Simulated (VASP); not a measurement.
Crystal: Cs2AgBiBr6.

```xyz
40
Lattice="11.2550 0.0000 0.0000 0.0000 11.2550 0.0000 0.0000 0.0000 11.2550" Properties=species:S:1:pos:R:3 pbc="T T T"
Cs    2.8138    2.8138    2.8138
Cs    2.8138    8.4413    8.4413
Cs    8.4413    2.8138    8.4413
Cs    8.4413    8.4413    2.8138
Cs    8.4413    8.4413    8.4413
Cs    8.4413    2.8138    2.8138
Cs    2.8138    8.4413    2.8138
Cs    2.8138    2.8138    8.4413
Ag    0.0000    0.0000    0.0000
Ag    0.0000    5.6275    5.6275
Ag    5.6275    0.0000    5.6275
Ag    5.6275    5.6275    0.0000
Bi    5.6275    5.6275    5.6275
Bi    5.6275    0.0000    0.0000
Bi    0.0000    5.6275    0.0000
Bi    0.0000    0.0000    5.6275
Br    2.8138    0.0000    0.0000
Br    2.8138    5.6275    5.6275
Br    8.4413    0.0000    5.6275
Br    8.4413    5.6275    0.0000
Br    8.4413    0.0000    0.0000
Br    8.4413    5.6275    5.6275
Br    2.8138    0.0000    5.6275
Br    2.8138    5.6275    0.0000
Br    0.0000    2.8138    0.0000
Br    0.0000    8.4413    5.6275
Br    5.6275    2.8138    5.6275
Br    5.6275    8.4413    0.0000
Br    0.0000    8.4413    0.0000
Br    0.0000    2.8138    5.6275
Br    5.6275    8.4413    5.6275
Br    5.6275    2.8138    0.0000
Br    0.0000    0.0000    2.8138
Br    0.0000    5.6275    8.4413
Br    5.6275    0.0000    8.4413
Br    5.6275    5.6275    2.8138
Br    0.0000    0.0000    8.4413
Br    0.0000    5.6275    2.8138
Br    5.6275    0.0000    2.8138
Br    5.6275    5.6275    8.4413
```

- Program: VASP 6.6.1
- Task: relaxation of cell and atoms
- Functional: PBEsol
- Potentials or basis: VASP PAW PBE potentials, release 64 (Cs_sv, Ag, Bi_d, Br)
- Cutoff: 600 eV
- k mesh: 2 × 2 × 2
- Occupations: gaussian, width 0.01 eV
- Spin: no spin polarisation

At the start: pressure -0.1 GPa; volume 35.64 Å³/atom.

Question: How do energy, volume and symmetry change on relaxing?

Answer: Over 10 steps the energy falls by 4.6 meV/atom and the volume is 35.01 Å³/atom (-1.8 %); space group Fm-3m (No. 225, to 0.1 Å) before and after.

The path:
| step | energy change (eV) | largest force (eV/Å) | pressure (GPa) | volume (Å³) |
| --- | --- | --- | --- | --- |
| 1 | 0.0000 | 0.3348 | -0.11 | 1425.73 |
| 2 | -0.1072 | 0.1982 | -0.16 | 1420.71 |
| 3 | -0.1749 | 0.0312 | -0.24 | 1412.05 |
| 4 | -0.1751 | 0.0184 | -0.24 | 1412.52 |
| 5 | -0.1830 | 0.0038 | 0.06 | 1397.57 |
| 6 | -0.1836 | 0.0080 | -0.01 | 1400.72 |
| 7 | -0.1836 | 0.0075 | -0.01 | 1400.48 |
| 8 | -0.1834 | 0.0065 | 0.03 | 1399.02 |
| 9 | -0.1836 | 0.0075 | 0.01 | 1400.24 |
| 10 | -0.1836 | 0.0031 | 0.01 | 1400.31 |

Final structure:
```
Cs Ag Bi Br
1.0
    11.18771    0.00000    0.00000
     0.00000   11.18771    0.00000
     0.00000    0.00000   11.18771
Cs Ag Bi Br
8 4 4 24
Direct
  0.25000 0.25000 0.25000
  0.25000 0.75000 0.75000
  0.75000 0.25000 0.75000
  0.75000 0.75000 0.25000
  0.75000 0.75000 0.75000
  0.75000 0.25000 0.25000
  0.25000 0.75000 0.25000
  0.25000 0.25000 0.75000
  0.00000 0.00000 0.00000
  0.00000 0.50000 0.50000
  0.50000 0.00000 0.50000
  0.50000 0.50000 0.00000
  0.50000 0.50000 0.50000
  0.50000 0.00000 0.00000
  0.00000 0.50000 0.00000
  0.00000 0.00000 0.50000
  0.24615 0.00000 0.00000
  0.24615 0.50000 0.50000
  0.74615 0.00000 0.50000
  0.74615 0.50000 0.00000
  0.75385 0.00000 0.00000
  0.75385 0.50000 0.50000
  0.25385 0.00000 0.50000
  0.25385 0.50000 0.00000
  0.00000 0.24615 0.00000
  0.00000 0.74615 0.50000
  0.50000 0.24615 0.50000
  0.50000 0.74615 0.00000
  0.00000 0.75385 0.00000
  0.00000 0.25385 0.50000
  0.50000 0.75385 0.50000
  0.50000 0.25385 0.00000
  0.00000 0.00000 0.24615
  0.00000 0.50000 0.74615
  0.50000 0.00000 0.74615
  0.50000 0.50000 0.24615
  0.00000 0.00000 0.75385
  0.00000 0.50000 0.25385
  0.50000 0.00000 0.25385
  0.50000 0.50000 0.75385
```

Caveat: the PAW data sets were made with another functional, which shifts forces and pressure a little.
